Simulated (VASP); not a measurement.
Al:

```
Al
1.0
     2.44441   -2.98715    0.00000
     2.44441    2.98715    0.00000
     0.00000    0.00000    7.37941
Al
6
Direct
  0.20790 0.79210 0.66773
  0.79210 0.20790 0.66773
  0.79210 0.20790 0.33227
  0.20790 0.79210 0.33227
  0.29220 0.70780 0.00000
  0.70780 0.29220 0.00000
```

The cell was built from a structure type or drawn by symmetry, and may not be a known phase.

```yaml
Program: VASP 6.6.1
Task: relaxation of cell and atoms
Functional: PBE
Potentials_or_basis: VASP PAW PBE potentials, release 64 (Al)
Cutoff: 600 eV
k_mesh: 4 × 4 × 4
Occupations: gaussian, width 0.1 eV
Spin: no spin polarisation
```

At the start: pressure 16.3 GPa; volume 17.96 Å³/atom.

How do energy, volume and symmetry change on relaxing?

Over 24 steps the energy falls by 346.0 meV/atom and the volume is 20.09 Å³/atom (+11.9 %); space group Cmmm (No. 65, to 0.1 Å) before, P4/mmm (No. 123, to 0.1 Å).

The path:
```csv
step,energy change (eV),largest force (eV/Å),pressure (GPa),volume (Å³)
1,0.0000,0.5458,16.30,107.77
2,-1.1223,0.3608,-2.42,138.75
3,-1.1605,0.4270,-0.24,132.50
4,-1.1610,0.4209,-0.46,133.09
5,-1.2148,0.3851,-0.62,132.51
6,-1.3897,0.3942,-1.23,130.70
7,-1.7826,0.4805,-1.74,126.81
8,0.2322,4.8673,8.88,117.94
9,-1.7709,0.6229,-1.50,126.24
10,-1.7538,0.8024,0.35,122.25
11,-1.8524,0.5931,-1.13,124.85
12,-1.8666,0.5179,-0.71,123.84
13,-1.8959,0.4325,-0.36,122.61
14,-1.8977,0.4990,-0.24,122.24
15,-1.9606,0.4392,-0.25,121.76
16,-2.0312,0.3195,-0.24,120.86
17,-1.9145,0.3801,1.65,118.87
18,-2.0412,0.2555,0.02,120.40
19,-2.0624,0.1925,0.30,120.10
20,-2.0628,0.2038,0.36,120.05
21,-2.0724,0.1386,0.02,120.54
22,-2.0738,0.0998,-0.15,120.83
23,-2.0756,0.0481,-0.10,120.69
24,-2.0761,0.0123,-0.06,120.56
```

Final structure:
```
Al
1.0
     2.68280   -2.67504    0.00000
     2.68280    2.67504    0.00000
     0.00000    0.00000    8.39977
Al
6
Direct
  0.24998 0.75002 0.66688
  0.75002 0.24998 0.66688
  0.75002 0.24998 0.33312
  0.24998 0.75002 0.33312
  0.24998 0.75002 0.00000
  0.75002 0.24998 0.00000
```

Caveat: the k points lie up to 0.41 Å⁻¹ apart in the final cell; the highest band is partly filled, so the run has too few bands.
